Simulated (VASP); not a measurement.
## CdS: single point with r2SCAN

The system is CdS.

```
Cd S
1.0
     4.16460    0.00000    0.00000
    -2.08230    3.60665    0.00000
     0.00000    0.00000    6.76601
Cd S
2 2
Direct
  0.33333 0.66667 0.99904
  0.66667 0.33333 0.49904
  0.33333 0.66667 0.37596
  0.66667 0.33333 0.87596
```

```yaml
Program: VASP 6.6.1
Task: single point
Functional: r2SCAN
Potentials_or_basis: VASP PAW PBE potentials, release 64 (Cd, S)
Cutoff: 520 eV
k_mesh: 12 × 12 × 4
Occupations: gaussian, width 0.01 eV
Spin: no spin polarisation
```

```
Pressure               : 0.3 GPa
Band gap on the k mesh : 1.63 eV
```

Levels at points of the mesh, in eV from the valence-band top:
```csv
k point,band 15,band 16,band 17,band 18,band 19,band 20,band 21,band 22
"(0.00, 0.00, 0.00)",-0.74,-0.04,0.00,0.00,1.63,3.22,6.99,6.99
"(0.50, 0.00, 0.00)",-2.60,-1.85,-1.26,-0.74,4.15,4.25,5.43,6.84
"(0.00, 0.00, 0.50)",-0.38,-0.38,-0.38,-0.38,3.26,3.26,6.62,6.62
"(0.50, 0.00, 0.50)",-1.33,-1.33,-1.30,-1.30,3.87,3.87,5.79,5.79
```

Wall time 3.1 min on 1 thread of Intel(R) Xeon(R) 6975P-C (Granite Rapids), on a shared host, peak memory 0.31 GiB.

Caveat: the PAW data sets were made with another functional, which shifts forces and pressure a little. A k mesh can miss the band edges.
